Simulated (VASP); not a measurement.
A run of VASP 6.6.1:

The input INCAR:

```
  ALGO = Normal
  EDIFF = 1E-7
  ENCUT = 520
  GGA = PS
  ISIF = 2
  ISMEAR = -1
  LASPH = True
  LCHARG = True
  LELF = True
  LREAL = False
  LVHAR = True
  LWAVE = False
  NBANDS = 16
  NELM = 60
  PREC = Accurate
  SIGMA = 0.05
```

KPOINTS

```
k-points
0
Gamma
  10 10 10
```

File POSCAR:

```
GaSb
1.0
   -2.8074366121      2.8074366121      1.6219052539
    2.8074366121     -2.8074366121      1.6219052539
    2.8074366121      2.8074366121     -1.6219052539
Sb Ga
1 1
Direct
    0.0000000000      0.0000000000      0.0000000000
    0.7500000000      0.2500000000      0.5000000000
```

Potentials or basis: VASP PAW PBE potentials, release 64 (Sb, Ga_d).

Command:

```sh
$ cat potpaw_PBE.64/Sb/POTCAR potpaw_PBE.64/Ga_d/POTCAR > POTCAR
$ mpirun -np 1 vasp_std > vasp.out
```

Hardware: 1 thread of Intel Xeon 6975P-C, with other jobs on the host.

How long does it take, and how much memory?

Run time: 52 s on 1 thread of Intel Xeon 6975P-C, with other jobs on the host, peak memory 0.24 GiB. Counts: scf iterations 12, k points 102.
